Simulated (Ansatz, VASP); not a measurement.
## SnSbS2 in VASP and in Ansatz

```
CELL_PARAMETERS angstrom
2.00822 1.15944 7.46697
-2.00822 1.15944 7.46697
0.00000 -2.31889 7.46697
ATOMIC_POSITIONS crystal
Sn 0.00000 0.00000 0.00000
Sb 0.50000 0.50000 0.50000
S 0.76753 0.76753 0.76753
S 0.23247 0.23247 0.23247
```

Change from the starting cell: species swapped into the RbGdSe2 type (R-3m, No. 166).

Alike in both runs: task single point; functional PBE; k mesh 6 × 6 × 6; occupations gaussian, width 0.1 eV; no spin polarisation.

|  | VASP | Ansatz |
| --- | --- | --- |
| version | VASP 6.6.1 | Ansatz 0.2.0 |
| potentials or method | VASP PAW PBE potentials, release 64 (Sn_d, Sb, S), cutoff 520 eV | scalar-relativistic, plane waves, PAW |
| valence electrons in the cell | 31 | 41 |

```tsv
	VASP	Ansatz	Ansatz less VASP
gap on the k mesh at the Fermi level (eV)	none	none	-
pressure (GPa)	-1.0	-0.8	+0.14
traceless stress, the component that is largest in VASP (GPa)	1.57	1.54	-0.026
rms of the force components (eV/Å)	0.325	0.332	+0.0067
```

Atom by atom the forces differ by 0.007 eV/Å (rms over components). A gap of «none» marks a metal or a gap that the smearing closes. VASP's potentials hold 31 valence electrons a cell and Ansatz's 41, so a difference there can come from the potentials and not from the codes.

Neither program's run includes spin-orbit coupling.
